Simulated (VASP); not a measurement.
## NdGaO2: single point with PBE

Crystal: NdGaO2.

```
Nd Ga O
1.0
     3.81607    0.00000    0.00000
    -1.90803    3.30481    0.00000
     0.00000    0.00000    5.71952
Nd Ga O
1 1 2
Direct
  0.00000 0.00000 0.50000
  0.00000 0.00000 0.00000
  0.33333 0.66667 0.00000
  0.66667 0.33333 0.00000
```

The cell was generated, and may not be a known phase.

```yaml
Program: VASP 6.6.1
Task: single point
Functional: PBE
Potentials_or_basis: VASP PAW PBE potentials, release 64 (Nd_3, Ga_d, O), 4f in core
Cutoff: 600 eV
k_mesh: 12 × 12 × 8
Occupations: gaussian, width 0.1 eV
Spin: no spin polarisation
```

* Pressure: 0.2 GPa
* Band gap on the k mesh: zero (bands 18 and 19 overlap by 1.52 eV)

Stress tensor (GPa, compression positive):
```
 0.30  0.00  0.00
 0.00  0.30  0.00
 0.00  0.00 -0.13
```

Levels at points of the mesh, in eV from the Fermi level:
```csv
k point,band 16,band 17,band 18,band 19,band 20,band 21
"(0.00, 0.00, 0.00)",-2.29,-2.29,-2.14,-1.17,1.37,1.37
"(0.50, 0.00, 0.00)",-1.53,-1.08,-0.05,0.32,1.48,2.35
"(0.00, 0.00, 0.50)",-2.38,-1.74,-1.68,-1.19,0.89,1.29
"(0.50, 0.00, 0.50)",-1.66,-0.83,-0.08,-0.05,0.43,1.92
```

Run time: 2.7 min on 1 thread of Intel(R) Xeon(R) Platinum 8375C CPU @ 2.90GHz (Ice Lake) (shared host), peak memory 0.36 GiB.

Caveat: spin-orbit coupling is left out, which moves the levels of the heavy elements; the 4f electrons are frozen in the core, so they carry no moment and show no levels; the run has no spin polarisation, though such a crystal can be magnetic. Spin polarisation is off, so any magnetic state and its effect on volume and gap are missing.
